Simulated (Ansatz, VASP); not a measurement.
One calculation of Ru, two programs

```
CELL_PARAMETERS angstrom
2.75887 0.00000 0.00000
-1.37943 2.38925 0.00000
0.00000 0.00000 4.36588
ATOMIC_POSITIONS crystal
Ru 0.33333 0.66667 0.25000
Ru 0.66667 0.33333 0.75000
```

Change from the starting cell: volume scaled by 1.06.

Alike in both runs: task single point; functional PBEsol; k mesh 14 × 14 × 8; occupations fermi-dirac, width 0.03 eV; no spin polarisation.

|  | VASP | Ansatz |
| --- | --- | --- |
| version | VASP 6.6.1 | Ansatz 0.2.0 |
| potentials or method | VASP PAW PBE potentials, release 64 (Ru_pv), cutoff 520 eV | all-electron LAPW, scalar-relativistic |

Ansatz gave:

```
pressure (GPa)                                                : -22.3
traceless stress, the component that is largest in VASP (GPa) : -1.89
```

**Question.** What did VASP give for the same quantities?

**Answer.** Pressure (GPa): -22.3; traceless stress, the component that is largest in VASP (GPa): -1.86.

VASP's potentials were made for PBE, not for PBEsol. Ansatz ran all-electron here, and VASP with PAW potentials.
